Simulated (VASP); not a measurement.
Here is a VASP 6.6.1 calculation.

INCAR

```
SYSTEM = BP
ALGO = Normal
EDIFF = 1E-6
ENCUT = 520
GGA = PE
ISIF = 2
ISMEAR = 0
LASPH = .True.
LCHARG = .False.
LREAL = .False.
LWAVE = .False.
NBANDS = 11
NELM = 60
PREC = Accurate
SIGMA = 0.05
```

KPOINTS

```
k-points
0
Gamma
  10 10 10
  0 0 0
```

File POSCAR:

```
BP
1.0
    0.0000000000      2.1831857877      2.2741518622
    2.2741518622      0.0000000000      2.2741518622
    2.2741518622      2.1831857877      0.0000000000
B P
1 1
Direct
    0.0000000000      0.0000000000      0.0000000000
    0.7500000000      0.7500000000      0.7500000000
```

Potentials or basis: VASP PAW PBE potentials, release 64 (B, P).

Command:

```bash
$ cat potpaw_PBE.64/B/POTCAR potpaw_PBE.64/P/POTCAR > POTCAR
$ mpirun -np 1 vasp_std > vasp.out
```

(1) Predict the band gap on the k mesh.

(2) What does it give for the pressure?

Results:

(1) 0.58 eV, indirect (least direct gap 3.05 eV).

(2) 6.8 GPa.

Caveat: the cell differs from its parent crystal (strain -0.0400 x Voigt [0, 1, 0, 0, 0, 0]).
